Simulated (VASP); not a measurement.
# Pd (Fm-3m) in VASP: a series of runs

Runs on Pd. Level: PBEsol. Tasks: electric field gradients.

Program: VASP 6.6.1. These are calculated values, not measurements. Logs are shortened: lines on timing, memory, paths and dates and some standing lists are left out, and cuts for length are marked.

**1. The cell of the first run**

The structure is cubic, space group Fm-3m (No. 225). Conventional cell: a = 3.837 Å, b = 3.837 Å, c = 3.837 Å, α = 90.00°, β = 90.00°, γ = 90.00°. Within 3.6 Å of Pd (site symmetry m-3m) lie 12 Pd at 2.71 Å.

**2. Electric field gradients, PBEsol (volume scaled by 0.96)**

INCAR

```
PREC = Accurate ; ENCUT = 520
EDIFF = 1E-8 ; ISMEAR = -1
SIGMA = 0.05 ; LREAL = F
LASPH = T ; NELM = 60
ALGO = Normal ; ISIF = 2
LWAVE = F ; LCHARG = F
GGA = PS ; LEFG = T
NBANDS = 11
```

KPOINTS

```
regular mesh
0
Gamma
  18 18 18
```

POSCAR

```
Pd
1.0
    0.0000000000      1.9186143454      1.9186143454
    1.9186143454      0.0000000000      1.9186143454
    1.9186143454      1.9186143454      0.0000000000
Pd
1
Direct
    0.0000000000      0.0000000000      0.0000000000
```

Potentials or basis: VASP PAW PBE potentials, release 64 (Pd).

Command:

```console
> cat potpaw_PBE.64/Pd/POTCAR > POTCAR
> mpirun -np 1 vasp_std > vasp.out
```

OUTCAR:

```text
PREC = Accurate
   ENCUT = 520
   EDIFF = 1E-8
   ISMEAR = -1
   LREAL = F
   LASPH = T
   NELM = 60
   ISIF = 2
   GGA = PS

 ion  position               nearest neighbor table
   1  0.000  0.000  0.000-

  LATTYP: Found a face centered cubic cell.
 ALAT       =     3.8372286908

  Lattice vectors:

 A1 = (   0.0000000000,   1.9186143454,   1.9186143454)
 A2 = (   1.9186143454,   0.0000000000,   1.9186143454)
 A3 = (   1.9186143454,   1.9186143454,   0.0000000000)

Analysis of symmetry for initial positions (statically):
=====================================================================
 Subroutine PRICEL returns:
 Original cell was already a primitive cell.

 Routine SETGRP: Setting up the symmetry group for a
 face centered cubic supercell.

 Subroutine GETGRP returns: Found 48 space group operations
 (whereof 48 operations were pure point group operations)
 out of a pool of 48 trial point group operations.

The static configuration has the point symmetry O_h .

Analysis of symmetry for dynamics (positions and initial velocities):
=====================================================================
 Subroutine PRICEL returns:
 Original cell was already a primitive cell.

 Routine SETGRP: Setting up the symmetry group for a
 face centered cubic supercell.

 Subroutine GETGRP returns: Found 48 space group operations
 (whereof 48 operations were pure point group operations)
 out of a pool of 48 trial point group operations.

The dynamic configuration has the point symmetry O_h .

 Subroutine INISYM returns: Found 48 space group operations
 (whereof 48 operations are pure point group operations),
 and found     1 'primitive' translations

----------------------------------------------------------------------------------------

                                     Primitive cell

  volume of cell :      14.1251

  direct lattice vectors                    reciprocal lattice vectors
     0.000000000  1.918614345  1.918614345    -0.260604744  0.260604744  0.260604744
     1.918614345  0.000000000  1.918614345     0.260604744 -0.260604744  0.260604744
     1.918614345  1.918614345  0.000000000     0.260604744  0.260604744 -0.260604744

[... 114 lines left out ...]
  volume of cell :       14.13
 maximum number of plane-waves:       392
   NGX =  9   NGY =  9   NGZ =  9

 number of electron      10.0000005 magnetization

 Free energy of the ion-electron system (eV)
  ---------------------------------------------------
  ext. energy  EPLUGINS =         0.00000000
  ---------------------------------------------------
  free energy    TOTEN  =        -5.96525957 eV

  energy without entropy =       -5.94817702  energy(sigma->0) =       -5.95671829

 E-fermi :  10.3812     XC(G=0): -13.6510

 val. band max:       10.3803816593   @ k =   0.5000   0.1111   0.0000
 cond. band min:      10.3839680952   @ k =   0.4444   0.1667   0.0000
 fundamental gap:      0.0035864359
 Fermi energy:        10.3812204850

 k-point     1 :       0.0000    0.0000    0.0000
  band No.  band energies     occupation
      1       2.7877      2.00000
      2       7.3131      2.00000
      3       7.3131      2.00000
      4       7.3131      2.00000
      5       9.0651      2.00000
      6       9.0651      2.00000
      7      27.5084      0.00000
      8      32.5284      0.00000
      9      32.5284      0.00000
     10      32.5284      0.00000
     11      36.3140      0.00000
[... 309 lines left out ...]
 k-point    24 :      -0.2222    0.0556    0.0000
  band No.  band energies     occupation
      1       4.5578      2.00000
      2       7.0591      2.00000
      3       7.6606      2.00000
      4       7.6994      2.00000
      5       8.9260      2.00000
      6       9.4939      2.00000
      7      25.5943      0.00000
      8      28.7037      0.00000
      9      33.0243      0.00000
     10      35.2832      0.00000
     11      35.7693      0.00000

 [... further k-points ...]
[... 5 lines left out ...]
  --------------------------------------------------------------------------------------
  -------------------------------------------------------------------------------------
  Total        0.5450071      0.5450071      0.5450071     -0.0000000     -0.0000000     -0.0000000
  in kB       61.8186742     61.8186742     61.8186742     -0.0000000     -0.0000000     -0.0000000
  external PRESSURE =      61.8186742 kB  Pullay stress =       0.0000000 kB

 VOLUME and BASIS-vectors are now :
 -----------------------------------------------------------------------------
  energy-cutoff  :      520.00
  volume of cell :       14.13
      direct lattice vectors                 reciprocal lattice vectors
     0.000000000  1.918614345  1.918614345    -0.260604744  0.260604744  0.260604744
     1.918614345  0.000000000  1.918614345     0.260604744 -0.260604744  0.260604744
     1.918614345  1.918614345  0.000000000     0.260604744  0.260604744 -0.260604744

 POSITION                                       TOTAL-FORCE (eV/Angst)
 -----------------------------------------------------------------------------------
      0.00000      0.00000      0.00000         0.000000      0.000000      0.000000
 -----------------------------------------------------------------------------------
    total drift:                                0.000000      0.000000     -0.000000

  FREE ENERGIE OF THE ION-ELECTRON SYSTEM (eV)
  ---------------------------------------------------
  free  energy   TOTEN  =        -5.9652595668 eV

  energy  without entropy=       -5.9481770195  energy(sigma->0) =       -5.95671829

 Electric field gradients (V/A^2)
---------------------------------------------------------------------
 ion       V_xx      V_yy      V_zz      V_xy      V_xz      V_yz
---------------------------------------------------------------------
   1       0.000     0.000    -0.000     0.000     0.000     0.000
---------------------------------------------------------------------

 Electric field gradients after diagonalization (V/A^2)
 (convention: |V_zz| > |V_xx| > |V_yy|)
----------------------------------------------------------------------
 ion       V_xx      V_yy      V_zz     asymmetry (V_yy - V_xx)/ V_zz
----------------------------------------------------------------------
   1      -0.000    -0.000     0.001       0.000
----------------------------------------------------------------------

           NMR quadrupolar parameters

 Cq : quadrupolar parameter    Cq=e*Q*V_zz/h
 eta: asymmetry parameters     (V_yy - V_xx)/ V_zz
 Q  : nuclear electric quadrupole moment in mb (millibarn)
----------------------------------------------------------------------
 ion       Cq(MHz)       eta       Q (mb)
----------------------------------------------------------------------
   1       0.000       0.000       1.000
----------------------------------------------------------------------
```

Run time: 21 s. Hardware: 1 thread of Intel Xeon 6975P-C, shared host; peak memory 0.15 GiB.

What came out:

```
Free energy            : -5.9653 eV
Pressure               : 6.2 GPa
Band gap on the k mesh : zero (band 5 reaches 10.70 eV, above the bottom of band 6 at 8.99 eV)
```

Caveat: without QUAD_EFG the Cq values of the log hold for a quadrupole moment of 1 mb, not for the nuclei; the PAW data sets were made with another functional, which shifts forces and pressure a little.

**3. Electric field gradients, PBEsol (volume scaled by 0.99)**

INCAR

```
SYSTEM = Pd
  PREC = Accurate
  ENCUT = 520
  EDIFF = 1E-8
  ISMEAR = -1
  SIGMA = 0.05
  LREAL = .False.
  LASPH = .True.
  NELM = 60
  ALGO = Normal
  ISIF = 2
  LWAVE = .False.
  LCHARG = .False.
  GGA = PS
  LEFG = .True.
  NBANDS = 11
```

KPOINTS

```
regular mesh
0
Gamma
  18 18 18
  0 0 0
```

POSCAR

```
Pd
1.0
    0.0000000000      1.9383952691      1.9383952691
    1.9383952691      0.0000000000      1.9383952691
    1.9383952691      1.9383952691      0.0000000000
Pd
1
Direct
    0.0000000000      0.0000000000      0.0000000000
```

Potentials or basis: VASP PAW PBE potentials, release 64 (Pd).

Command:

```console
> cat potpaw_PBE.64/Pd/POTCAR > POTCAR
> mpirun -np 1 vasp_std > vasp.out
```

OUTCAR:

```text
SYSTEM = Pd
   PREC = Accurate
   ENCUT = 520
   EDIFF = 1E-8
   ISMEAR = -1
   LREAL = .False.
   LASPH = .True.
   NELM = 60
   ISIF = 2
   GGA = PS

 ion  position               nearest neighbor table
   1  0.000  0.000  0.000-

  LATTYP: Found a face centered cubic cell.
 ALAT       =     3.8767905382

  Lattice vectors:

 A1 = (   0.0000000000,   1.9383952691,   1.9383952691)
 A2 = (   1.9383952691,   0.0000000000,   1.9383952691)
 A3 = (   1.9383952691,   1.9383952691,   0.0000000000)

Analysis of symmetry for initial positions (statically):
=====================================================================
 Subroutine PRICEL returns:
 Original cell was already a primitive cell.

 Routine SETGRP: Setting up the symmetry group for a
 face centered cubic supercell.

 Subroutine GETGRP returns: Found 48 space group operations
 (whereof 48 operations were pure point group operations)
 out of a pool of 48 trial point group operations.

The static configuration has the point symmetry O_h .

Analysis of symmetry for dynamics (positions and initial velocities):
=====================================================================
 Subroutine PRICEL returns:
 Original cell was already a primitive cell.

 Routine SETGRP: Setting up the symmetry group for a
 face centered cubic supercell.

 Subroutine GETGRP returns: Found 48 space group operations
 (whereof 48 operations were pure point group operations)
 out of a pool of 48 trial point group operations.

The dynamic configuration has the point symmetry O_h .

 Subroutine INISYM returns: Found 48 space group operations
 (whereof 48 operations are pure point group operations),
[... 149 lines left out ...]
  band No.  band energies     occupation
      1       2.4955      2.00000
      2       6.9216      2.00000
      3       6.9216      2.00000
      4       6.9216      2.00000
      5       8.5879      2.00000
      6       8.5879      2.00000
      7      26.9657      0.00000
      8      31.8074      0.00000
      9      31.8074      0.00000
     10      31.8074      0.00000
     11      35.8856      0.00000
[... 309 lines left out ...]
 k-point    24 :      -0.2222    0.0556    0.0000
  band No.  band energies     occupation
      1       4.2333      2.00000
      2       6.6797      2.00000
      3       7.2547      2.00000
      4       7.2915      2.00000
      5       8.4595      2.00000
      6       8.9982      2.00000
      7      24.7995      0.00000
      8      28.0604      0.00000
      9      32.1121      0.00000
     10      34.4558      0.00000
     11      34.8833      0.00000

 [... further k-points ...]
[... 5 lines left out ...]
  --------------------------------------------------------------------------------------
  -------------------------------------------------------------------------------------
  Total       -0.0516866     -0.0516866     -0.0516866      0.0000000      0.0000000     -0.0000000
  in kB       -5.6850113     -5.6850113     -5.6850113      0.0000000      0.0000000     -0.0000000
  external PRESSURE =      -5.6850113 kB  Pullay stress =       0.0000000 kB

 VOLUME and BASIS-vectors are now :
 -----------------------------------------------------------------------------
  energy-cutoff  :      520.00
  volume of cell :       14.57
      direct lattice vectors                 reciprocal lattice vectors
     0.000000000  1.938395269  1.938395269    -0.257945326  0.257945326  0.257945326
     1.938395269  0.000000000  1.938395269     0.257945326 -0.257945326  0.257945326
     1.938395269  1.938395269  0.000000000     0.257945326  0.257945326 -0.257945326

 POSITION                                       TOTAL-FORCE (eV/Angst)
 -----------------------------------------------------------------------------------
      0.00000      0.00000      0.00000         0.000000      0.000000      0.000000
 -----------------------------------------------------------------------------------
    total drift:                                0.000000     -0.000000      0.000000

  FREE ENERGIE OF THE ION-ELECTRON SYSTEM (eV)
  ---------------------------------------------------
  free  energy   TOTEN  =        -5.9729790736 eV

  energy  without entropy=       -5.9551228826  energy(sigma->0) =       -5.96405098

 Electric field gradients (V/A^2)
---------------------------------------------------------------------
 ion       V_xx      V_yy      V_zz      V_xy      V_xz      V_yz
---------------------------------------------------------------------
   1       0.000     0.000    -0.000     0.000     0.000     0.000
---------------------------------------------------------------------

 Electric field gradients after diagonalization (V/A^2)
 (convention: |V_zz| > |V_xx| > |V_yy|)
----------------------------------------------------------------------
 ion       V_xx      V_yy      V_zz     asymmetry (V_yy - V_xx)/ V_zz
----------------------------------------------------------------------
   1      -0.000    -0.000     0.000       0.000
----------------------------------------------------------------------

           NMR quadrupolar parameters

 Cq : quadrupolar parameter    Cq=e*Q*V_zz/h
 eta: asymmetry parameters     (V_yy - V_xx)/ V_zz
 Q  : nuclear electric quadrupole moment in mb (millibarn)
----------------------------------------------------------------------
 ion       Cq(MHz)       eta       Q (mb)
----------------------------------------------------------------------
   1       0.000       0.000       1.000
----------------------------------------------------------------------
```

stdout:

```text
POSCAR found type information on POSCAR Pd
 POSCAR found :  1 types and       1 ions
 scaLAPACK will be used
 -----------------------------------------------------------------------------
|                                                                             |
|                                                                             |
|     You enforced a specific xc type in the INCAR file but a different       |
|     I HOPE YOU KNOW WHAT YOU ARE DOING!                                     |
|                                                                             |
 -----------------------------------------------------------------------------

 LDA part: xc-table for (Slater+PW92), standard interpolation
 POSCAR, INCAR and KPOINTS ok, starting setup
 FFT: planning ... GRIDC
 FFT: planning ... GRID_SOFT
 FFT: planning ... GRID
 WAVECAR not read
 entering main loop
ion   1
```

Wall time 21 s (1 thread of Intel Xeon 6975P-C, shared host); peak memory 0.15 GiB.

What came out:

```
Free energy            : -5.9730 eV
Pressure               : -0.6 GPa
Band gap on the k mesh : zero (band 5 reaches 10.14 eV, above the bottom of band 6 at 8.52 eV)
```

Levels at points of the mesh, in eV from the Fermi level:
```
           k point  band 1  band 2  band 3  band 4  band 5  band 6  band 7  band 8  band 9  band 10
(0.00, 0.00, 0.00)   -7.34   -2.92   -2.92   -2.92   -1.25   -1.25   17.13   21.97   21.97    21.97
(0.50, 0.00, 0.00)   -5.45   -2.96   -2.96   -0.02   -0.02    0.89    7.36   16.49   21.13    21.13
(0.50, 0.50, 0.00)   -5.54   -5.24   -0.05    0.30    0.30    3.24   10.84   13.17   13.17    21.66
```

Caveat: without QUAD_EFG the Cq values of the log hold for a quadrupole moment of 1 mb, not for the nuclei; the PAW data sets were made with another functional, which shifts forces and pressure a little.

(Part 1 of 2 ends here.)
